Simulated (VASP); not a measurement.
# GaSb3 (Fm-3m) in VASP: notebook

The runs below take GaSb3 through single point, relaxation of cell and atoms, with LDA.

Everything below comes from runs of VASP 6.6.1. Logs are shortened: lines on timing, memory, paths and dates and some standing lists are left out, and cuts for length are marked.

### Step 1. The cell of the first run

It takes space group Fm-3m (No. 225, cubic). The conventional cell has a = 7.251 Å, b = 7.251 Å, c = 7.251 Å, α = 90.00°, β = 90.00°, γ = 90.00°. Ga (site symmetry m-3m) has 14 Sb at 3.14 to 3.63 Å within 4.1 Å. Sb (site symmetry m-3m) has 8 Sb at 3.14 Å and 6 Ga at 3.63 Å within 4.1 Å. Sb (site symmetry -43m) has 4 Ga at 3.14 Å and 10 Sb at 3.14 to 3.63 Å within 4.1 Å.

### Step 2. Single point, LDA

Contents of INCAR:

```
SYSTEM = GaSb3
ALGO = Normal
EDIFF = 1E-6
ENCUT = 500
GGA_COMPAT = .FALSE.
ISIF = 2
ISMEAR = -1
LASPH = .TRUE.
LCHARG = .FALSE.
LREAL = .FALSE.
LWAVE = .FALSE.
NBANDS = 22
NELM = 120
PREC = Accurate
SIGMA = 0.01
```

Contents of KPOINTS:

```
k-points
0
G
  5 5 5
  0 0 0
```

Contents of POSCAR:

```
GaSb3
1.0
    0.0000000000      3.6254417828      3.6254417828
    3.6254417828      0.0000000000      3.6254417828
    3.6254417828      3.6254417828      0.0000000000
Ga Sb
1 3
Direct
    0.0000000000      0.0000000000      0.0000000000
    0.5000000000      0.5000000000      0.5000000000
    0.2500000000      0.2500000000      0.2500000000
    0.7500000000      0.7500000000      0.7500000000
```

Potentials or basis: VASP PAW LDA potentials, release 64 (Ga_d, Sb).

Run with:

```sh
> cat potpaw_LDA.64/Ga_d/POTCAR potpaw_LDA.64/Sb/POTCAR > POTCAR
> mpirun -np 1 vasp_std > vasp.out
```

OUTCAR:

```text
SYSTEM = GaSb3
   EDIFF = 1E-6
   ENCUT = 500
   ISIF = 2
   ISMEAR = -1
   LASPH = .TRUE.
   LREAL = .FALSE.
   NELM = 120
   PREC = Accurate

 ion  position               nearest neighbor table
   1  0.000  0.000  0.000-   4 3.14   4 3.14   4 3.14   3 3.14   4 3.14   3 3.14   3 3.14   3 3.14

   2  0.500  0.500  0.500-   3 3.14   3 3.14   3 3.14   3 3.14   4 3.14   4 3.14   4 3.14   4 3.14

   3  0.250  0.250  0.250-   1 3.14   1 3.14   1 3.14   1 3.14   2 3.14   2 3.14   2 3.14   2 3.14
                             4 3.63   4 3.63   4 3.63   4 3.63   4 3.63   4 3.63
   4  0.750  0.750  0.750-   2 3.14   2 3.14   2 3.14   1 3.14   2 3.14   1 3.14   1 3.14   1 3.14
                             3 3.63   3 3.63   3 3.63   3 3.63   3 3.63   3 3.63

  LATTYP: Found a face centered cubic cell.
 ALAT       =     7.2508835656

  Lattice vectors:

 A1 = (   0.0000000000,   3.6254417828,   3.6254417828)
 A2 = (   3.6254417828,   0.0000000000,   3.6254417828)
 A3 = (   3.6254417828,   3.6254417828,   0.0000000000)

Analysis of symmetry for initial positions (statically):
=====================================================================
 Subroutine PRICEL returns:
 Original cell was already a primitive cell.

 Routine SETGRP: Setting up the symmetry group for a
 face centered cubic supercell.

 Subroutine GETGRP returns: Found 48 space group operations
 (whereof 48 operations were pure point group operations)
 out of a pool of 48 trial point group operations.

The static configuration has the point symmetry O_h .

Analysis of symmetry for dynamics (positions and initial velocities):
=====================================================================
 Subroutine PRICEL returns:
 Original cell was already a primitive cell.

 Routine SETGRP: Setting up the symmetry group for a
 face centered cubic supercell.

 Subroutine GETGRP returns: Found 48 space group operations
 (whereof 48 operations were pure point group operations)
 out of a pool of 48 trial point group operations.

The dynamic configuration has the point symmetry O_h .

 Subroutine INISYM returns: Found 48 space group operations
 (whereof 48 operations are pure point group operations),
 and found     1 'primitive' translations

----------------------------------------------------------------------------------------

                                     Primitive cell

  volume of cell :      95.3044

  direct lattice vectors                    reciprocal lattice vectors
     0.000000000  3.625441783  3.625441783    -0.137914227  0.137914227  0.137914227
[... 76 lines left out ...]
   LREAL  =      F    real-space projection
   EDIFFG = 0.1E-04   stopping-criterion for IOM
   NSW    =      0    number of steps for IOM
   IBRION =     -1    ionic relax: 0-MD 1-quasi-New 2-CG
   NFREE  =      0    steps in history (QN), initial steepest desc. (CG)
   ISIF   =      2    stress and relaxation
   ISYM   =      2    0-nonsym 1-usesym 2-fastsym
   POTIM  = 0.5000    time-step for ionic-motion
   TEBEG  =    0.0;   TEEND  =   0.0 temperature during run
   PSTRESS=    0.0 pullay stress
   NELECT =      28.0000    total number of electrons
   NUPDOWN=      -1.0000    fix difference up-down
   EMIN   =  10.00;   EMAX   =-10.00  energy-range for DOS
   EFERMI =   0.00;   METHOD = LEGACY
   ISMEAR =    -1;   SIGMA  =   0.01  broadening in eV -4-tet -1-fermi 0-gaus
   EFERMI_NEDOS =   21; number of points for ismear=-14 and -15
   IALGO  =     38    algorithm
   IMIX   =      4    mixing-type and parameters
     AMIX     =   0.40;   BMIX     =  1.00
     AMIX_MAG =   1.60;   BMIX_MAG =  1.00
  volume/ion in A,a.u.               =      23.83       160.79
  Fermi-wavevector in a.u.,A,eV,Ry     =   1.088320  2.056626 16.115288  1.184440
  Thomas-Fermi vector in A             =   2.224499
   LORBIT       =      0    0 simple, 1 ext, 2 COOP (PROOUT), +10 PAW based schemes
   GGA     = CA    functional components
   LHFCALC =     F    Hartree Fock is set to
   AEXX    =    0.0000 exact exchange contribution
   IVDW    =     0    specifies the selected vdW correction
   LEPSILON=     F    determine dielectric tensor
   LRPA    =     F    only Hartree local field effects (RPA)
 non-spin polarized calculation
  energy-cutoff  :      500.00
  volume of cell :       95.30
 maximum number of plane-waves:      2437
 NGX is ok and might be reduce to    40
   NGX = 19   NGY = 19   NGZ = 19

 number of electron      27.9999988 magnetization

 Free energy of the ion-electron system (eV)
  ---------------------------------------------------
  ext. energy  EPLUGINS =         0.00000000
  ---------------------------------------------------
  free energy    TOTEN  =       -17.41923478 eV

  energy without entropy =      -17.41688593  energy(sigma->0) =      -17.41806035

 E-fermi :   7.9468     XC(G=0): -10.7475

 val. band max:        7.9442882499   @ k =  -0.4000   0.4000   0.0000
 cond. band min:       8.4083961370   @ k =   0.2000   0.0000   0.0000
 fundamental gap:      0.4641078871
 Fermi energy:         7.9467633435

 k-point     1 :       0.0000    0.0000    0.0000
  band No.  band energies     occupation
      1      -6.4969      2.00000
      2      -6.4969      2.00000
      3      -6.4969      2.00000
      4      -6.4795      2.00000
      5      -6.4795      2.00000
      6      -4.7412      2.00000
[... 239 lines left out ...]
     21      13.3561      0.00000
     22      15.6793      0.00000

------------------------ aborting loop because EDIFF is reached ----------------------------------------

  FORCE on cell =-STRESS in cart. coord.  units (eV):
  Direction    XX          YY          ZZ          XY          YZ          ZX
  --------------------------------------------------------------------------------------
  -------------------------------------------------------------------------------------
  Total        0.0144936      0.0144936      0.0144936      0.0000000      0.0000000      0.0000000
  in kB        0.2436548      0.2436548      0.2436548      0.0000000      0.0000000      0.0000000
  external PRESSURE =       0.2436548 kB  Pullay stress =       0.0000000 kB

 VOLUME and BASIS-vectors are now :
 -----------------------------------------------------------------------------
  energy-cutoff  :      500.00
  volume of cell :       95.30
      direct lattice vectors                 reciprocal lattice vectors
     0.000000000  3.625441783  3.625441783    -0.137914227  0.137914227  0.137914227
     3.625441783  0.000000000  3.625441783     0.137914227 -0.137914227  0.137914227
     3.625441783  3.625441783  0.000000000     0.137914227  0.137914227 -0.137914227

 POSITION                                       TOTAL-FORCE (eV/Angst)
 -----------------------------------------------------------------------------------
      0.00000      0.00000      0.00000         0.000000     -0.000000     -0.000000
      3.62544      3.62544      3.62544        -0.000000     -0.000000     -0.000000
      1.81272      1.81272      1.81272        -0.000000     -0.000000     -0.000000
      5.43816      5.43816      5.43816         0.000000      0.000000      0.000000
 -----------------------------------------------------------------------------------
    total drift:                               -0.000000      0.000000      0.000000

  FREE ENERGIE OF THE ION-ELECTRON SYSTEM (eV)
  ---------------------------------------------------
  free  energy   TOTEN  =       -17.4192347762 eV

  energy  without entropy=      -17.4168859269  energy(sigma->0) =      -17.41806035
```

Wall time 20 s (1 thread of Intel Xeon Platinum 8488C (Sapphire Rapids), shared host); peak memory 0.19 GiB.

Results:

| Item | Value |
| --- | --- |
| Free energy | -17.4192 eV |
| Pressure | 0.0 GPa |
| Band gap on the k mesh | zero (bands 14 and 15 overlap by 3.21 eV) |

Caveat: spin-orbit coupling is left out, which moves the levels of the heavy elements.

### Step 3. Relaxation of cell and atoms, LDA

This run uses another cell than the first one, of 25.95 Å³/atom.

Contents of INCAR:

```
SYSTEM = GaSb3
ALGO = Normal
EDIFF = 1E-7
EDIFFG = -0.02
ENCUT = 500
GGA_COMPAT = .False.
IBRION = 2
ISIF = 3
ISMEAR = -1
LASPH = .True.
LCHARG = .False.
LREAL = .False.
LWAVE = .False.
NELM = 120
NELMIN = 4
NSW = 60
PREC = Accurate
SIGMA = 0.01
```

Contents of KPOINTS:

```
k-points
0
Gamma
  5 5 5
  0 0 0
```

Contents of POSCAR:

```
GaSb3
1.0
    0.0000000000      3.7300000000      3.7300000000
    3.7300000000      0.0000000000      3.7300000000
    3.7300000000      3.7300000000      0.0000000000
Ga Sb
1 3
Direct
    0.0000000000      0.0000000000      0.0000000000
    0.5000000000      0.5000000000      0.5000000000
    0.2500000000      0.2500000000      0.2500000000
    0.7500000000      0.7500000000      0.7500000000
```

Potentials or basis: VASP PAW LDA potentials, release 64 (Ga_d, Sb).

Run with:

```sh
> cat potpaw_LDA.64/Ga_d/POTCAR potpaw_LDA.64/Sb/POTCAR > POTCAR
> mpirun -np 1 vasp_std > vasp.out
```

OUTCAR:

```text
SYSTEM = GaSb3
   EDIFF = 1E-7
   EDIFFG = -0.02
   ENCUT = 500
   IBRION = 2
   ISIF = 3
   ISMEAR = -1
   LASPH = .True.
   LREAL = .False.
   NELM = 120
   NELMIN = 4
   NSW = 60
   PREC = Accurate

 ion  position               nearest neighbor table
   1  0.000  0.000  0.000-   4 3.23   4 3.23   4 3.23   3 3.23   3 3.23   3 3.23   4 3.23   3 3.23

   2  0.500  0.500  0.500-   3 3.23   3 3.23   3 3.23   4 3.23   4 3.23   4 3.23   4 3.23   3 3.23

   3  0.250  0.250  0.250-   1 3.23   1 3.23   1 3.23   2 3.23   2 3.23   2 3.23   2 3.23   1 3.23
                             4 3.73   4 3.73   4 3.73   4 3.73   4 3.73   4 3.73
   4  0.750  0.750  0.750-   2 3.23   2 3.23   2 3.23   1 3.23   1 3.23   1 3.23   2 3.23   1 3.23
                             3 3.73   3 3.73   3 3.73   3 3.73   3 3.73   3 3.73

  LATTYP: Found a face centered cubic cell.
 ALAT       =     7.4600000000

  Lattice vectors:

 A1 = (   0.0000000000,   3.7300000000,   3.7300000000)
 A2 = (   3.7300000000,   0.0000000000,   3.7300000000)
 A3 = (   3.7300000000,   3.7300000000,   0.0000000000)

Analysis of symmetry for initial positions (statically):
=====================================================================
 Subroutine PRICEL returns:
 Original cell was already a primitive cell.

 Routine SETGRP: Setting up the symmetry group for a
 face centered cubic supercell.

 Subroutine GETGRP returns: Found 48 space group operations
 (whereof 48 operations were pure point group operations)
 out of a pool of 48 trial point group operations.

The static configuration has the point symmetry O_h .

Analysis of symmetry for dynamics (positions and initial velocities):
=====================================================================
 Subroutine PRICEL returns:
 Original cell was already a primitive cell.

 Routine SETGRP: Setting up the symmetry group for a
 face centered cubic supercell.

 Subroutine GETGRP returns: Found 48 space group operations
 (whereof 48 operations were pure point group operations)
 out of a pool of 48 trial point group operations.

The dynamic configuration has the point symmetry O_h .

 Subroutine INISYM returns: Found 48 space group operations
 (whereof 48 operations are pure point group operations),
 and found     1 'primitive' translations

----------------------------------------------------------------------------------------

                                     Primitive cell

  volume of cell :     103.7902

  direct lattice vectors                    reciprocal lattice vectors
     0.000000000  3.730000000  3.730000000    -0.134048257  0.134048257  0.134048257
     3.730000000  0.000000000  3.730000000     0.134048257 -0.134048257  0.134048257
     3.730000000  3.730000000  0.000000000     0.134048257  0.134048257 -0.134048257

  length of vectors
     5.275016588  5.275016588  5.275016588     0.232178392  0.232178392  0.232178392

  position of ions in fractional coordinates (direct lattice)
     0.000000000  0.000000000  0.000000000
     0.500000000  0.500000000  0.500000000
     0.250000000  0.250000000  0.250000000
     0.750000000  0.750000000  0.750000000

  ion indices of the primitive-cell ions
   primitive index   ion index
                 1           1
                 2           2
                 3           3
                 4           4

----------------------------------------------------------------------------------------

 KPOINTS: k-points

Automatic generation of k-mesh.
 Grid dimensions read from file:
 generate k-points for:    5    5    5

 Generating k-lattice:

  Cartesian coordinates                     Fractional coordinates (reciprocal lattice)
    -0.026809651  0.026809651  0.026809651     0.200000000  0.000000000  0.000000000
     0.026809651 -0.026809651  0.026809651     0.000000000  0.200000000  0.000000000
     0.026809651  0.026809651 -0.026809651     0.000000000  0.000000000  0.200000000

  Length of vectors
     0.046435678  0.046435678  0.046435678

  Shift w.r.t. Gamma in fractional coordinates (k-lattice)
     0.000000000  0.000000000  0.000000000

 Subroutine IBZKPT returns following result:
 ===========================================

 Found     10 irreducible k-points:

 Following reciprocal coordinates:
            Coordinates               Weight
  0.000000  0.000000  0.000000      1.000000
  0.200000  0.000000  0.000000      8.000000
  0.400000  0.000000  0.000000      8.000000
  0.200000  0.200000  0.000000      6.000000
  0.400000  0.200000  0.000000     24.000000
 -0.400000  0.200000  0.000000     24.000000
 -0.200000  0.200000  0.000000     12.000000
  0.400000  0.400000  0.000000      6.000000
 -0.400000  0.400000  0.000000     12.000000
 -0.400000  0.400000  0.200000     24.000000
   k-points           NKPTS =     10   k-points in BZ     NKDIM =     10   number of bands    NBANDS=     18
   number of dos      NEDOS =    301   number of ions     NIONS =      4
   total plane-waves  NPLWV =  64000
   dimension x,y,z NGX =    40 NGY =   40 NGZ =   40
   dimension x,y,z NGXF=    80 NGYF=   80 NGZF=   80
   ions per type =               1   3
   NGX,Y,Z   is equivalent  to a cutoff of  12.61, 12.61, 12.61 a.u.
   NGXF,Y,Z  is equivalent  to a cutoff of  25.21, 25.21, 25.21 a.u.
 SYSTEM =  GaSb3
   PREC   = accura    normal or accurate (medium, high low for compatibility)
   ISTART =      0    job   : 0-new  1-cont  2-samecut
   ICHARG =      2    charge: 1-file 2-atom 10-const
   ISPIN  =      1    spin polarized calculation?
   LNONCOLLINEAR =      F non collinear calculations
   LSORBIT =      F    spin-orbit coupling
   LASPH  =      T    aspherical Exc in radial PAW
   ENCUT  =  500.0 eV  36.75 Ry    6.06 a.u.   9.62  9.62  9.62*2*pi/ulx,y,z
   NELM   =    120;   NELMIN=  4; NELMDL= -5     # of ELM steps
   EDIFF  = 0.1E-06   stopping-criterion for ELM
   LREAL  =      F    real-space projection
   EDIFFG = -.2E-01   stopping-criterion for IOM
   NSW    =     60    number of steps for IOM
   IBRION =      2    ionic relax: 0-MD 1-quasi-New 2-CG
   NFREE  =      1    steps in history (QN), initial steepest desc. (CG)
   ISIF   =      3    stress and relaxation
   ISYM   =      2    0-nonsym 1-usesym 2-fastsym
   POTIM  = 0.5000    time-step for ionic-motion
   TEBEG  =    0.0;   TEEND  =   0.0 temperature during run
   PSTRESS=    0.0 pullay stress
   NELECT =      28.0000    total number of electrons
   NUPDOWN=      -1.0000    fix difference up-down
   EMIN   =  10.00;   EMAX   =-10.00  energy-range for DOS
   EFERMI =   0.00;   METHOD = LEGACY
   ISMEAR =    -1;   SIGMA  =   0.01  broadening in eV -4-tet -1-fermi 0-gaus
   EFERMI_NEDOS =   21; number of points for ismear=-14 and -15
   IALGO  =     38    algorithm
   IMIX   =      4    mixing-type and parameters
     AMIX     =   0.40;   BMIX     =  1.00
     AMIX_MAG =   1.60;   BMIX_MAG =  1.00
  volume/ion in A,a.u.               =      25.95       175.10
  Fermi-wavevector in a.u.,A,eV,Ry     =   1.057812  1.998976 15.224473  1.118967
  Thomas-Fermi vector in A             =   2.193099
   LORBIT       =      0    0 simple, 1 ext, 2 COOP (PROOUT), +10 PAW based schemes
   GGA     = CA    functional components
   LHFCALC =     F    Hartree Fock is set to
   AEXX    =    0.0000 exact exchange contribution
   IVDW    =     0    specifies the selected vdW correction
   LEPSILON=     F    determine dielectric tensor
   LRPA    =     F    only Hartree local field effects (RPA)
 conjugate gradient relaxation of ions
 non-spin polarized calculation
  energy-cutoff  :      500.00
  volume of cell :      103.79
 maximum number of plane-waves:      2685
   NGX = 19   NGY = 19   NGZ = 19

--------------------------------------- Ionic step        1  -------------------------------------------

 number of electron      28.0000014 magnetization

 Free energy of the ion-electron system (eV)
  ---------------------------------------------------
  ext. energy  EPLUGINS =         0.00000000
  ---------------------------------------------------
  free energy    TOTEN  =       -17.29338191 eV

  energy without entropy =      -17.29077842  energy(sigma->0) =      -17.29208017

------------------------ aborting loop because EDIFF is reached ----------------------------------------

  FORCE on cell =-STRESS in cart. coord.  units (eV):
  Direction    XX          YY          ZZ          XY          YZ          ZX
  --------------------------------------------------------------------------------------
  -------------------------------------------------------------------------------------
  Total       -2.9272378     -2.9272378     -2.9272378      0.0000000      0.0000000      0.0000000
  in kB      -45.1868522    -45.1868522    -45.1868522      0.0000000      0.0000000      0.0000000
  external PRESSURE =     -45.1868522 kB  Pullay stress =       0.0000000 kB
[... 61 lines left out ...]
  energy  without entropy=      -17.4079743862  energy(sigma->0) =      -17.40863323

--------------------------------------- Ionic step        3  -------------------------------------------

 number of electron      27.9999988 magnetization

 Free energy of the ion-electron system (eV)
  ---------------------------------------------------
  ext. energy  EPLUGINS =         0.00000000
  ---------------------------------------------------
  free energy    TOTEN  =       -17.41949409 eV

  energy without entropy =      -17.41711247  energy(sigma->0) =      -17.41830328

 E-fermi :   7.9335     XC(G=0): -10.7431

 val. band max:        7.9302188472   @ k =  -0.4000   0.4000   0.0000
 cond. band min:       8.3944079823   @ k =   0.2000   0.0000   0.0000
 fundamental gap:      0.4641891351
 Fermi energy:         7.9334830252

 k-point     1 :       0.0000    0.0000    0.0000
  band No.  band energies     occupation
      1      -6.5082      2.00000
      2      -6.5082      2.00000
      3      -6.5082      2.00000
      4      -6.4908      2.00000
      5      -6.4908      2.00000
      6      -4.7462      2.00000
[... 10 lines left out ...]
     17       7.5364      2.00000
     18       7.5364      2.00000
[... 218 lines left out ...]
  FREE ENERGIE OF THE ION-ELECTRON SYSTEM (eV)
  ---------------------------------------------------
  free  energy   TOTEN  =       -17.4194940856 eV

  energy  without entropy=      -17.4171124742  energy(sigma->0) =      -17.41830328

 reached required accuracy - stopping structural energy minimisation
```

Wall time 44 s (1 thread of Intel Xeon Platinum 8488C (Sapphire Rapids), shared host); peak memory 0.2 GiB.

What came out:

```yaml
Free_energy: -17.4195 eV
Relaxed_volume: 23.85 Å³/atom
Relaxed_cell: a = 5.129 Å, b = 5.129 Å, c = 5.129 Å, α = 60.00°, β = 60.00°, γ = 60.00°
Space_group_after_relaxing_to_0.1_Å: Fm-3m (No. 225)
Energy_gained_by_relaxing: 31.5 meV/atom
Ionic_steps: 3
Pressure_after_relaxing: 0.0 GPa
```

The path:
```tsv
step	energy change (eV)	largest force (eV/Å)	pressure (GPa)	volume (Å³)
1	0.0000	0.0000	-4.52	103.79
2	-0.1159	0.0000	1.58	93.18
3	-0.1261	0.0000	-0.01	95.40
```

Final structure:
```xyz
4
Lattice="0.0000 3.6266 3.6266 3.6266 0.0000 3.6266 3.6266 3.6266 0.0000" Properties=species:S:1:pos:R:3 pbc="T T T"
Ga    0.0000    0.0000    0.0000
Sb    3.6266    3.6266    3.6266
Sb    1.8133    1.8133    1.8133
Sb    5.4400    5.4400    5.4400
```

Caveat: the highest band is partly filled, so the run has too few bands; spin-orbit coupling is left out, which moves the levels of the heavy elements.
